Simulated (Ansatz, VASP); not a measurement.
# Zr in VASP and in Ansatz

INCAR

```
SYSTEM = Zr
ALGO = Normal
EDIFF = 1E-8
ENCUT = 520
GGA = PE
ISIF = 2
ISMEAR = -1
LASPH = .TRUE.
LCHARG = .FALSE.
LEFG = .TRUE.
LREAL = .FALSE.
LWAVE = .FALSE.
NBANDS = 12
NELM = 100
PREC = Accurate
SIGMA = 0.08
```

File KPOINTS:

```
k-points
0
G
  14 14 14
  0 0 0
```

The input POSCAR:

```
Zr
1.0
   -1.8039464431      1.8039464431      1.8039464431
    1.8039464431     -1.8039464431      1.8039464431
    1.8039464431      1.8039464431     -1.8039464431
Zr
1
Direct
    0.0000000000      0.0000000000      0.0000000000
```

Input for Ansatz:

```yaml
crystal:
  lattice:
    - [-1.8039464431, 1.8039464431, 1.8039464431]
    - [1.8039464431, -1.8039464431, 1.8039464431]
    - [1.8039464431, 1.8039464431, -1.8039464431]
  atoms:
    - { symbol: Zr, position: [0.0, 0.0, 0.0] }
kpoints:
  mp_grid: { grid: [14, 14, 14] }
scf:
  occupations: { method: fermi_dirac, width: 0.08 }
hamiltonian:
  xc: pbe
  pseudopotentials: { kind: all_electron, datasets: crystal }
output:
  forces: true
  stress: true
  eigenvalues: true
  efg: { contact_densities: true }
```

Change from the starting cell: volume scaled by 0.99, crystal datasets.

Alike in both runs: task electric field gradients; functional PBE; k mesh 14 × 14 × 14; occupations fermi-dirac, width 0.08 eV; no spin polarisation.

|  | VASP | Ansatz |
| --- | --- | --- |
| version | VASP 6.6.1 | Ansatz 0.2.0 |
| potentials or method | VASP PAW PBE potentials, release 64 (Zr_sv), cutoff 520 eV | all-electron PAW with datasets made for the crystal, scalar-relativistic |

```tsv
	VASP	Ansatz	Ansatz less VASP
pressure (GPa)	-2.2	-2.2	0.00
```

Ansatz ran all-electron here, and VASP with PAW potentials.
